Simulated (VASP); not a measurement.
Write the native input for VASP 6.6.1 that does the following.

```
Task                   : single point
Functional             : LDA
Potentials or basis    : VASP PAW LDA potentials, release 64 (Ga_d, Sb)
Cutoff                 : 520 eV
k mesh                 : 5 × 5 × 5
Occupations            : fermi-dirac, width 0.01 eV
Spin                   : no spin polarisation
Dipole correction      : no
Further INCAR settings : ALGO = Normal; EDIFF = 1e-07; NBANDS = 22
```

The structure of GaSb3 lies in POSCAR:

```
GaSb3
1.0
    0.0000000000      3.6254417828      3.6254417828
    3.6254417828      0.0000000000      3.6254417828
    3.6254417828      3.6254417828      0.0000000000
Ga Sb
1 3
Direct
    0.0000000000      0.0000000000      0.0000000000
    0.5000000000      0.5000000000      0.5000000000
    0.2500000000      0.2500000000      0.2500000000
    0.7500000000      0.7500000000      0.7500000000
```

One way to write it, as run:

INCAR

```
PREC = Accurate ; ENCUT = 520
EDIFF = 1E-7 ; ISMEAR = -1
SIGMA = 0.01 ; LREAL = F
LASPH = T ; NELM = 80
ALGO = Normal ; ISIF = 2
LWAVE = F ; LCHARG = F
GGA = CA ; NBANDS = 22
```

KPOINTS

```
regular mesh
0
Gamma
  5 5 5
```

Potentials or basis: VASP PAW LDA potentials, release 64 (Ga_d, Sb).

The run is started by

```sh
$ cat potpaw_LDA.64/Ga_d/POTCAR potpaw_LDA.64/Sb/POTCAR > POTCAR
$ mpirun -np 1 vasp_std > vasp.out
```

Results of the run:

```
Pressure               : 0.0 GPa
Band gap on the k mesh : zero (bands 14 and 15 overlap by 3.21 eV)
```

Caveat: spin-orbit coupling is left out, which moves the levels of the heavy elements.

Run time: 32 s on 1 thread of Intel Xeon 8259CL (shared host), peak memory 0.2 GiB.
